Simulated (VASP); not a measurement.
Write the native input for VASP 6.6.1 that does the following.

- Task: single point
- Functional: PBE
- Potentials or basis: VASP PAW PBE potentials, release 64 (O)
- Cutoff: 520 eV
- k mesh: 1 × 1 × 1
- Occupations: fermi-dirac, width 0.05 eV
- Spin: collinear spin, ferromagnetic start
- Starting moments: [1.0, 1.0, 1.0, 1.0, 1.0, 1.0, 1.0, 1.0, 1.0, 1.0, 1.0, 1.0] μB
- Dipole correction: no
- Further INCAR settings: ALGO = Normal; EDIFF = 1e-07; NBANDS = 52

The structure of O lies in POSCAR:

```
O
1.0
    6.0876040000      0.0000000000      0.0000000000
    0.0000000000      6.0876040000      0.0000000000
    0.0000000000      0.0000000000      6.0876040000
O
12
Direct
    0.2146164567      0.2944836754      0.5652141631
    0.1204414742      0.2957156872      0.3889379138
    0.6521284893      0.6130490748      0.6810068460
    0.5916777767      0.7855964350      0.6091066370
    1.0003114526      0.7481925565      0.4214958792
    0.9469407011      0.8766996014      0.2761677665
    0.2031012530      0.6968423045      0.0473256802
    0.3521746815      0.8175794615      0.1117188306
    0.8958697051      0.2026577287      0.8235095450
    0.7978179921      0.0885077282      0.9406820812
    0.7176222369      0.4382348129      0.1365397618
    0.5223894327      0.3854225735      0.1432911865
```

The input as run:

INCAR

```
SYSTEM = O
PREC = Accurate
ENCUT = 520
EDIFF = 1E-7
ISMEAR = -1
SIGMA = 0.05
LREAL = .FALSE.
LASPH = .TRUE.
NELM = 150
ALGO = Normal
ISIF = 2
LWAVE = .FALSE.
LCHARG = .FALSE.
ISPIN = 2
MAGMOM = 1 1 1 1 1 1 1 1 1 1 1 1
LORBIT = 11
GGA = PE
NBANDS = 52
```

KPOINTS

```
Automatic mesh
0
G
  1 1 1
  0 0 0
```

Potentials or basis: VASP PAW PBE potentials, release 64 (O).

Command:

```bash
$ cat potpaw_PBE.64/O/POTCAR > POTCAR
$ mpirun -np 1 vasp_gam > vasp.out
```

Results of the run:

| Property | Result |
| --- | --- |
| Pressure | 5.5 GPa |
| Largest force | 6.670 eV/Å |
| Band gap on the k mesh | 1.16 eV |
| Net moment | 12.00 μB per cell |
| Site moments | O +0.81, +0.80, +0.82, +0.79 μB |
| Valence electrons inside the program's atomic spheres | O 4.92, 4.95, 4.91, 4.90, 5.01 |

Caveat: the k points lie up to 1.03 Å⁻¹ apart; the standard files for N, O and F lose accuracy on very short bonds.

It took 36 s on 1 thread of Intel(R) Xeon(R) Platinum 8488C (Sapphire Rapids) (shared host), peak memory 0.37 GiB.
